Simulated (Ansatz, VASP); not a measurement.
Two plane-wave programs on Au

The input INCAR:

```
ALGO = Normal
EDIFF = 1E-6
ENCUT = 520
GGA = PE
ISIF = 2
ISMEAR = -1
LASPH = T
LCHARG = T
LELF = T
LREAL = F
LVHAR = T
LWAVE = F
NBANDS = 12
NELM = 60
PREC = Accurate
SIGMA = 0.1
```

File KPOINTS:

```
k-points
0
Gamma
  13 13 13
```

POSCAR

```
Au
1.0
    2.6333895159      0.0000000000      0.0000000000
    0.0000000000      2.6333895159      0.0000000000
    0.0000000000      0.0000000000      2.6333895159
Au
1
Direct
    0.0000000000      0.0000000000      0.0000000000
```

Input for Ansatz:

```yaml
crystal:
  lattice:
    - [2.6333895159, 0.0, 0.0]
    - [0.0, 2.6333895159, 0.0]
    - [0.0, 0.0, 2.6333895159]
  atoms:
    - { symbol: Au, position: [0.0, 0.0, 0.0] }
hamiltonian:
  xc: pbe
  pseudopotentials:
    kind: paw
    azcp:
      Au: "pseudopotentials/Au.paw.azcp"
basis:
  ecutwfc: 420
  fft_grid_basis: typed
kpoints:
  mp_grid: { grid: [13, 13, 13], shift: [0, 0, 0] }
magnetization:
  spin_polarized: false
scf:
  occupations: { method: fermi_dirac, width: 0.1 }
  lower_state_search: "off"
output:
  stress: true
```

Alike in both runs: task single point; functional PBE; k mesh 13 × 13 × 13; occupations fermi-dirac, width 0.1 eV; no spin polarisation.

|  | VASP | Ansatz |
| --- | --- | --- |
| version | VASP 6.6.1 | Ansatz 0.2.0 |
| potentials or method | VASP PAW PBE potentials, release 64 (Au), cutoff 520 eV | plane waves (420 eV) with PAW, scalar-relativistic |
| valence electrons in the cell | 11 | 19 |

Ansatz gave:

| Property | Result |
| --- | --- |
| pressure (GPa) | 19.3 |

Which values does VASP return?

Pressure (GPa): 19.0.

The functional is the same, so the differences come from potentials, cutoffs and numerics. VASP's potentials hold 11 valence electrons a cell and Ansatz's 19, so a difference there can come from the potentials and not from the codes.

Spin-orbit coupling is off throughout.
